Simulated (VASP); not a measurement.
# Si2W (I4/mmm) in VASP: a series of runs

The runs below take Si2W through single point, with LDA.

Everything below comes from runs of VASP 6.6.1. Logs are shortened: lines on timing, memory, paths and dates and some standing lists are left out, and cuts for length are marked.

## (1) The cell of the first run

Symmetry: I4/mmm, No. 139, tetragonal system. Conventional cell: a = 3.053 Å, b = 3.053 Å, c = 7.448 Å, α = 90.00°, β = 90.00°, γ = 90.00°. Si (site symmetry 4mm) has 9 Si at 2.46 to 3.05 Å and 5 W at 2.49 Å within 3.3 Å. W (site symmetry 4/mmm) has 10 Si at 2.49 Å and 4 W at 3.05 Å within 3.3 Å.

## (2) Single point, LDA (11.57 Å³/atom)

INCAR

```
PREC = Accurate
ENCUT = 520
EDIFF = 1E-6
ISMEAR = 0
SIGMA = 0.15
LREAL = F
LASPH = T
NELM = 100
ALGO = Normal
ISIF = 2
LWAVE = F
LCHARG = F
GGA = CA
NBANDS = 18
```

KPOINTS

```
regular mesh
0
Gamma
  20 20 20
```

POSCAR

```
Si2W
1.0
   -1.5263978252      1.5263978252      3.7241023417
    1.5263978252     -1.5263978252      3.7241023417
    1.5263978252      1.5263978252     -3.7241023417
Si W
2 1
Direct
    0.3346644983      0.3346644983      0.0000000000
    0.6653355017      0.6653355017      0.0000000000
    0.0000000000      0.0000000000      0.0000000000
```

Potentials or basis: VASP PAW LDA potentials, release 64 (Si, W_sv).

The run is started by

```bash
cat potpaw_LDA.64/Si/POTCAR potpaw_LDA.64/W_sv/POTCAR > POTCAR
mpirun -np 1 vasp_std > vasp.out
```

OUTCAR:

```text
PREC = Accurate
   ENCUT = 520
   EDIFF = 1E-6
   ISMEAR = 0
   LREAL = F
   LASPH = T
   NELM = 100
   ISIF = 2
   GGA = CA

 ion  position               nearest neighbor table
   1  0.335  0.335  0.000-   2 2.46   3 2.49   3 2.49   3 2.49   3 2.49   3 2.49   2 2.50   2 2.50
                             2 2.50   2 2.50
   2  0.665  0.665  0.000-   1 2.46   3 2.49   3 2.49   3 2.49   3 2.49   3 2.49   1 2.50   1 2.50
                             1 2.50   1 2.50
   3  0.000  0.000  0.000-   2 2.49   2 2.49   2 2.49   1 2.49   2 2.49   1 2.49   1 2.49   1 2.49
                             1 2.49   2 2.49

  LATTYP: Found a body centered tetragonal cell.
 ALAT       =     3.0527956504
 C/A-ratio  =     2.4397979873

  Lattice vectors:

 A1 = (  -1.5263978252,   1.5263978252,   3.7241023417)
 A2 = (   1.5263978252,  -1.5263978252,   3.7241023417)
 A3 = (   1.5263978252,   1.5263978252,  -3.7241023417)

Analysis of symmetry for initial positions (statically):
=====================================================================
 Subroutine PRICEL returns:
 Original cell was already a primitive cell.

 Routine SETGRP: Setting up the symmetry group for a
 body centered tetragonal supercell.

 Subroutine GETGRP returns: Found 16 space group operations
 (whereof 16 operations were pure point group operations)
 out of a pool of 16 trial point group operations.

The static configuration has the point symmetry D_4h.

Analysis of symmetry for dynamics (positions and initial velocities):
=====================================================================
 Subroutine PRICEL returns:
 Original cell was already a primitive cell.

 Routine SETGRP: Setting up the symmetry group for a
 body centered tetragonal supercell.

 Subroutine GETGRP returns: Found 16 space group operations
 (whereof 16 operations were pure point group operations)
 out of a pool of 16 trial point group operations.

The dynamic configuration has the point symmetry D_4h.

 Subroutine INISYM returns: Found 16 space group operations
 (whereof 16 operations are pure point group operations),
 and found     1 'primitive' translations

----------------------------------------------------------------------------------------

                                     Primitive cell

  volume of cell :      34.7070

  direct lattice vectors                    reciprocal lattice vectors
    -1.526397825  1.526397825  3.724102342     0.000000000  0.327568601  0.134260542
     1.526397825 -1.526397825  3.724102342     0.327568601  0.000000000  0.134260542
     1.526397825  1.526397825 -3.724102342     0.327568601  0.327568601  0.000000000

  length of vectors
     4.304499842  4.304499842  4.304499842     0.354015652  0.354015652  0.463251958

  position of ions in fractional coordinates (direct lattice)
     0.334664498  0.334664498  0.000000000
     0.665335502  0.665335502  0.000000000
     0.000000000  0.000000000  0.000000000

  ion indices of the primitive-cell ions
   primitive index   ion index
                 1           1
                 2           2
                 3           3

----------------------------------------------------------------------------------------

 KPOINTS: regular mesh

Automatic generation of k-mesh.
 Grid dimensions read from file:
 generate k-points for:   20   20   20

 Generating k-lattice:

  Cartesian coordinates                     Fractional coordinates (reciprocal lattice)
     0.000000000  0.016378430  0.006713027     0.050000000  0.000000000  0.000000000
     0.016378430  0.000000000  0.006713027     0.000000000  0.050000000  0.000000000
     0.016378430  0.016378430  0.000000000     0.000000000  0.000000000  0.050000000

  Length of vectors
     0.017700783  0.017700783  0.023162598

  Shift w.r.t. Gamma in fractional coordinates (k-lattice)
     0.000000000  0.000000000  0.000000000

 Subroutine IBZKPT returns following result:
 ===========================================

 Found    641 irreducible k-points:

 Following reciprocal coordinates:
            Coordinates               Weight
  0.000000  0.000000  0.000000      1.000000
  0.050000  0.000000 -0.000000      8.000000
  0.100000  0.000000 -0.000000      8.000000
  0.150000  0.000000 -0.000000      8.000000
  0.200000  0.000000 -0.000000      8.000000
  0.250000  0.000000  0.000000      8.000000
[... 16 lines left out ...]
 -0.400000  0.050000  0.000000     16.000000
 -0.350000  0.050000  0.000000     16.000000
 [... further k-points ...]
   k-points           NKPTS =    641   k-points in BZ     NKDIM =    641   number of bands    NBANDS=     18
   number of dos      NEDOS =    301   number of ions     NIONS =      3
   total plane-waves  NPLWV =  32768
   dimension x,y,z NGX =    32 NGY =   32 NGZ =   32
   dimension x,y,z NGXF=    64 NGYF=   64 NGZF=   64
   ions per type =               2   1
   NGX,Y,Z   is equivalent  to a cutoff of  12.36, 12.36, 12.36 a.u.
   NGXF,Y,Z  is equivalent  to a cutoff of  24.72, 24.72, 24.72 a.u.
 SYSTEM =  unknown system
   PREC   = accura    normal or accurate (medium, high low for compatibility)
   ISTART =      0    job   : 0-new  1-cont  2-samecut
   ICHARG =      2    charge: 1-file 2-atom 10-const
   ISPIN  =      1    spin polarized calculation?
   LNONCOLLINEAR =      F non collinear calculations
   LSORBIT =      F    spin-orbit coupling
   LASPH  =      T    aspherical Exc in radial PAW
   ENCUT  =  520.0 eV  38.22 Ry    6.18 a.u.   8.00  8.00  8.00*2*pi/ulx,y,z
   NELM   =    100;   NELMIN=  2; NELMDL= -5     # of ELM steps
   EDIFF  = 0.1E-05   stopping-criterion for ELM
   LREAL  =      F    real-space projection
   EDIFFG = 0.1E-04   stopping-criterion for IOM
   NSW    =      0    number of steps for IOM
   IBRION =     -1    ionic relax: 0-MD 1-quasi-New 2-CG
   NFREE  =      0    steps in history (QN), initial steepest desc. (CG)
   ISIF   =      2    stress and relaxation
   ISYM   =      2    0-nonsym 1-usesym 2-fastsym
   POTIM  = 0.5000    time-step for ionic-motion
   TEBEG  =    0.0;   TEEND  =   0.0 temperature during run
   PSTRESS=    0.0 pullay stress
   NELECT =      22.0000    total number of electrons
   NUPDOWN=      -1.0000    fix difference up-down
   EMIN   =  10.00;   EMAX   =-10.00  energy-range for DOS
   EFERMI =   0.00;   METHOD = LEGACY
   ISMEAR =     0;   SIGMA  =   0.15  broadening in eV -4-tet -1-fermi 0-gaus
   EFERMI_NEDOS =   21; number of points for ismear=-14 and -15
   IALGO  =     38    algorithm
   IMIX   =      4    mixing-type and parameters
     AMIX     =   0.40;   BMIX     =  1.00
     AMIX_MAG =   1.60;   BMIX_MAG =  1.00
  volume/ion in A,a.u.               =      11.57        78.07
  Fermi-wavevector in a.u.,A,eV,Ry     =   1.406296  2.657514 26.907807  1.977668
  Thomas-Fermi vector in A             =   2.528671
   LORBIT       =      0    0 simple, 1 ext, 2 COOP (PROOUT), +10 PAW based schemes
   GGA     = CA    functional components
   LHFCALC =     F    Hartree Fock is set to
   AEXX    =    0.0000 exact exchange contribution
   IVDW    =     0    specifies the selected vdW correction
   LEPSILON=     F    determine dielectric tensor
   LRPA    =     F    only Hartree local field effects (RPA)
 non-spin polarized calculation
 Gauss-broadening in eV      SIGMA  =   0.15
  energy-cutoff  :      520.00
  volume of cell :       34.71
 maximum number of plane-waves:       954
   NGX = 17   NGY = 17   NGZ = 17

 number of electron      22.0000000 magnetization

 Free energy of the ion-electron system (eV)
  ---------------------------------------------------
  ext. energy  EPLUGINS =         0.00000000
  ---------------------------------------------------
  free energy    TOTEN  =       -26.78861865 eV

  energy without entropy =      -26.78634953  energy(sigma->0) =      -26.78748409

 E-fermi :  14.2143     XC(G=0): -13.3857

 val. band max:       14.2118656174   @ k =  -0.2500  -0.3500   0.2500
 cond. band min:      14.2148154963   @ k =  -0.1500  -0.2500   0.1500
 fundamental gap:      0.0029498790
 Fermi energy:        14.2142558133

 k-point     1 :       0.0000    0.0000    0.0000
  band No.  band energies     occupation
      1     -58.8429      2.00000
      2     -23.5521      2.00000
      3     -23.4258      2.00000
      4     -23.4258      2.00000
      5      -1.0672      2.00000
      6       6.3642      2.00000
[... 10 lines left out ...]
     17      20.9900      0.00000
     18      20.9900      0.00000

 k-point     2 :       0.0500    0.0000   -0.0000
  band No.  band energies     occupation
      1     -58.8425      2.00000
      2     -23.5513      2.00000
      3     -23.4361      2.00000
      4     -23.4249      2.00000
      5      -1.0114      2.00000
      6       6.3842      2.00000
[... 10 lines left out ...]
     17      20.9868      0.00000
     18      21.1731      0.00000

 k-point     3 :       0.1000    0.0000   -0.0000
  band No.  band energies     occupation
      1     -58.8413      2.00000
      2     -23.5492      2.00000
      3     -23.4657      2.00000
      4     -23.4222      2.00000
      5      -0.8455      2.00000
      6       6.4378      2.00000
[... 10 lines left out ...]
     17      21.0082      0.00000
     18      21.6128      0.00000

 k-point     4 :       0.1500    0.0000   -0.0000
  band No.  band energies     occupation
      1     -58.8393      2.00000
      2     -23.5460      2.00000
      3     -23.5115      2.00000
      4     -23.4179      2.00000
      5      -0.5736      2.00000
      6       6.5021      2.00000
[... 375 lines left out ...]
      4     -23.3979      2.00000
      5       2.6912      2.00000
      6       4.3838      2.00000
[... 10 lines left out ...]
     17      22.1335      0.00000
     18      22.6328      0.00000

 k-point    23 :      -0.4000    0.0500    0.0000
  band No.  band energies     occupation
      1     -58.8268      2.00000
      2     -23.7920      2.00000
      3     -23.5223      2.00000
      4     -23.4006      2.00000
      5       2.0160      2.00000
      6       5.0236      2.00000
[... 10 lines left out ...]
     17      22.2909      0.00000
     18      23.5017      0.00000

 k-point    24 :      -0.3500    0.0500    0.0000
  band No.  band energies     occupation
      1     -58.8287      2.00000
      2     -23.7484      2.00000
      3     -23.5254      2.00000
      4     -23.4049      2.00000
      5       1.3638      2.00000
      6       5.6453      2.00000
[... 10 lines left out ...]
     17      22.5416      0.00000
     18      23.8744      0.00000

 [... further k-points ...]
[... 5 lines left out ...]
  --------------------------------------------------------------------------------------
  -------------------------------------------------------------------------------------
  Total        8.6934776      8.6934776      9.9114485      0.0000000      0.0000000     -0.0000000
  in kB      401.3165292    401.3165292    457.5416515      0.0000000      0.0000000     -0.0000000
  external PRESSURE =     420.0582367 kB  Pullay stress =       0.0000000 kB

 VOLUME and BASIS-vectors are now :
 -----------------------------------------------------------------------------
  energy-cutoff  :      520.00
  volume of cell :       34.71
      direct lattice vectors                 reciprocal lattice vectors
    -1.526397825  1.526397825  3.724102342     0.000000000  0.327568601  0.134260542
     1.526397825 -1.526397825  3.724102342     0.327568601  0.000000000  0.134260542
     1.526397825  1.526397825 -3.724102342     0.327568601  0.327568601  0.000000000

 POSITION                                       TOTAL-FORCE (eV/Angst)
 -----------------------------------------------------------------------------------
      0.00000      0.00000      2.49265        -0.000000     -0.000000     -0.411753
      0.00000      0.00000      4.95555         0.000000      0.000000      0.411753
      0.00000      0.00000      0.00000         0.000000      0.000000     -0.000000
 -----------------------------------------------------------------------------------
    total drift:                                0.000000      0.000000      0.000000

  FREE ENERGIE OF THE ION-ELECTRON SYSTEM (eV)
  ---------------------------------------------------
  free  energy   TOTEN  =       -26.7886186492 eV

  energy  without entropy=      -26.7863495265  energy(sigma->0) =      -26.78748409
```

Wall time 6.8 min (1 thread of Intel Xeon 8259CL, shared host); peak memory 0.46 GiB.

What came out:

| Property | Result |
| --- | --- |
| Free energy | -26.7886 eV |
| Pressure | 42.0 GPa |
| Largest force | 0.412 eV/Å |
| Band gap on the k mesh | zero (bands 11 and 12 overlap by 1.52 eV) |

Forces in eV/Å, atoms in the order of the input:
```
Si   0.000  0.000 -0.412
Si   0.000  0.000  0.412
W    0.000  0.000  0.000
```

Levels at points of the mesh, in eV from the Fermi level:
```csv
k point,band 9,band 10,band 11,band 12,band 13,band 14
"(0.00, 0.00, 0.00)",-3.26,-3.26,0.74,2.44,3.62,3.62
"(0.50, 0.00, 0.00)",-3.32,-3.26,-0.63,3.12,3.38,4.31
"(0.50, 0.50, 0.00)",-5.36,-3.90,-1.59,3.52,3.69,3.93
"(0.50, 0.50, 0.50)",-0.73,-0.73,-0.60,-0.60,0.98,5.18
```

Caveat: the cell stands under pressure; spin-orbit coupling is left out, which moves the levels of the heavy elements.

## (3) Single point, LDA (11.57 Å³/atom)

INCAR

```
  PREC = Accurate
  ENCUT = 520
  EDIFF = 1E-6
  ISMEAR = 0
  SIGMA = 0.15
  LREAL = F
  LASPH = T
  NELM = 100
  ALGO = Normal
  ISIF = 2
  LWAVE = F
  LCHARG = F
  NBANDS = 18
```

KPOINTS

```
Automatic mesh
0
Gamma
  20 20 20
```

POSCAR

```
Si2W
1.0
   -1.4659014325      1.4659014325      4.0378254959
    1.4659014325     -1.4659014325      4.0378254959
    1.4659014325      1.4659014325     -4.0378254959
Si W
2 1
Direct
    0.3346644983      0.3346644983      0.0000000000
    0.6653355017      0.6653355017      0.0000000000
    0.0000000000      0.0000000000      0.0000000000
```

Potentials or basis: VASP PAW LDA potentials, release 64 (Si, W_sv).

The run is started by

```bash
cat potpaw_LDA.64/Si/POTCAR potpaw_LDA.64/W_sv/POTCAR > POTCAR
mpirun -np 1 vasp_std > vasp.out
```

Wall time 10 min (1 thread of Intel Xeon 8259CL, shared host); peak memory 0.48 GiB.

It converged, with:

```
Free energy            : -26.3278 eV
Pressure               : 41.7 GPa
Largest force          : 0.542 eV/Å
Band gap on the k mesh : zero (bands 11 and 12 overlap by 2.05 eV)
```

Forces in eV/Å, atoms in the order of the input:
```
Si   0.000  0.000 -0.542
Si   0.000  0.000  0.542
W    0.000  0.000  0.000
```

Stress tensor (GPa, compression positive):
```
59.30  0.00  0.00
 0.00 59.30  0.00
 0.00  0.00  6.61
```

Levels at points of the mesh, in eV from the Fermi level:
| k point | band 8 | band 9 | band 10 | band 11 | band 12 | band 13 | band 14 | band 15 |
| --- | --- | --- | --- | --- | --- | --- | --- | --- |
| (0.00, 0.00, 0.00) | -4.52 | -2.72 | -2.72 | 1.50 | 2.42 | 4.03 | 4.41 | 4.46 |
| (0.50, 0.00, 0.00) | -5.51 | -3.87 | -2.68 | -0.30 | 2.79 | 3.30 | 3.85 | 4.65 |
| (0.50, 0.50, 0.00) | -5.54 | -5.47 | -4.91 | -1.57 | 2.10 | 2.52 | 3.45 | 4.31 |
| (0.50, 0.50, 0.50) | -3.45 | -0.82 | -0.82 | 0.02 | 0.02 | 1.62 | 2.68 | 5.54 |

Caveat: the cell stands under pressure; spin-orbit coupling is left out, which moves the levels of the heavy elements.

(Part 1 of 2 ends here.)
